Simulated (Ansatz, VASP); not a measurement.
## Si2Ni: VASP beside Ansatz

INCAR

```
SYSTEM = Si2Ni
ALGO     = Normal         ! electronic algorithm
EDIFF    = 1E-6           ! SCF threshold, eV
ENCUT    = 520            ! plane-wave cutoff, eV
GGA      = PE             ! functional
ISIF     = 2              ! what is computed and relaxed
ISMEAR   = 0              ! smearing method
ISPIN    = 2              ! spin polarisation
LASPH    = .TRUE.         ! aspherical terms in the spheres
LCHARG   = .FALSE.        ! write CHGCAR
LMAXMIX  = 4              ! l up to which the mixer works
LORBIT   = 11             ! projections on sites
LREAL    = .FALSE.        ! projectors in reciprocal space
LWAVE    = .FALSE.        ! write WAVECAR
MAGMOM   = 0 0 0.05       ! initial moments
NBANDS   = 20             ! bands
NELM     = 150            ! most SCF steps
PREC     = Accurate       ! precision mode
SIGMA    = 0.05           ! smearing width, eV
```

File KPOINTS:

```
k-points
0
G
  12 12 12
  0 0 0
```

File POSCAR:

```
Si2Ni
1.0
    0.0000000000      2.7216542978      2.7216542978
    2.7216542978      0.0000000000      2.7216542978
    2.7216542978      2.7216542978      0.0000000000
Si Ni
2 1
Direct
    0.2500000000      0.2500000000      0.2500000000
    0.7500000000      0.7500000000      0.7500000000
    0.0000000000      0.0000000000      0.0000000000
```

Input for Ansatz:

```yaml
crystal:
  lattice:
    - [0.0, 2.7216542978, 2.7216542978]
    - [2.7216542978, 0.0, 2.7216542978]
    - [2.7216542978, 2.7216542978, 0.0]
  atoms:
    - { symbol: Si, position: [0.25, 0.25, 0.25] }
    - { symbol: Si, position: [0.75, 0.75, 0.75] }
    - { symbol: Ni, position: [0.0, 0.0, 0.0], spin: 0.05 }
basis:
  ecutwfc: 420
  ecutrho_ratio: 4
kpoints:
  mp_grid: { grid: [12, 12, 12] }
hamiltonian:
  xc: pbe
scf:
  occupations: { method: gaussian, width: 0.05 }
output:
  forces: true
  stress: true
  eigenvalues: true
  populations: true
magnetization:
  spin_polarized: true
```

Alike in both runs: task single point; functional PBE; k mesh 12 × 12 × 12; occupations gaussian, width 0.05 eV; collinear spin.

|  | VASP | Ansatz |
| --- | --- | --- |
| version | VASP 6.6.1 | Ansatz 0.2.0 |
| potentials or method | VASP PAW PBE potentials, release 64 (Si, Ni), cutoff 520 eV | scalar-relativistic, plane waves, PAW |
| valence electrons in the cell | 18 | 26 |

VASP gave:

```
gap on the k mesh at the Fermi level (eV) : none
pressure (GPa)                            : -0.1
net moment per atom (μB)                  : 0.00
```

Which values does Ansatz return?

gap on the k mesh at the Fermi level (eV): none; pressure (GPa): 0.0; net moment per atom (μB): 0.00.

A gap of «none» marks a metal or a gap that the smearing closes. VASP's potentials hold 18 valence electrons a cell and Ansatz's 26, so a difference there can come from the potentials and not from the codes. Ansatz's warnings: seeded moment not kept.
